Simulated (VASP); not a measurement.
## Ti: single point with PBE

The system is Ti.

```
CELL_PARAMETERS angstrom
2.88978 0.00000 0.00000
-1.44489 2.50262 0.00000
0.00000 0.00000 4.58446
ATOMIC_POSITIONS crystal
Ti 0.33333 0.66667 0.25000
Ti 0.66667 0.33333 0.75000
```

```
Program             : VASP 6.6.1
Task                : single point
Functional          : PBE
Potentials or basis : VASP PAW PBE potentials, release 64 (Ti_sv)
Cutoff              : 520 eV
k mesh              : 11 × 11 × 6
Occupations         : fermi-dirac, width 0.1 eV
Spin                : no spin polarisation
```

The pressure is 5.7 GPa and the band gap on the k mesh is zero (band 12 reaches 9.64 eV, above the bottom of band 13 at 8.63 eV).

Stress tensor (GPa, compression positive):
```
5.73 0.00 0.00
0.00 5.73 0.00
0.00 0.00 5.60
```

Levels at points of the mesh, in eV from the Fermi level:
| k point | band 9 | band 10 | band 11 | band 12 | band 13 | band 14 | band 15 | band 16 |
| --- | --- | --- | --- | --- | --- | --- | --- | --- |
| (0.00, 0.00, 0.00) | -6.30 | -2.79 | 0.82 | 0.82 | 0.91 | 0.94 | 1.35 | 1.35 |
| (0.00, 0.00, 0.50) | -4.38 | -4.38 | 0.10 | 0.10 | 0.73 | 0.73 | 0.73 | 0.73 |

Run time: 13 s on 1 thread of Intel(R) Xeon(R) 6975P-C (Granite Rapids) (shared host), peak memory 0.17 GiB.
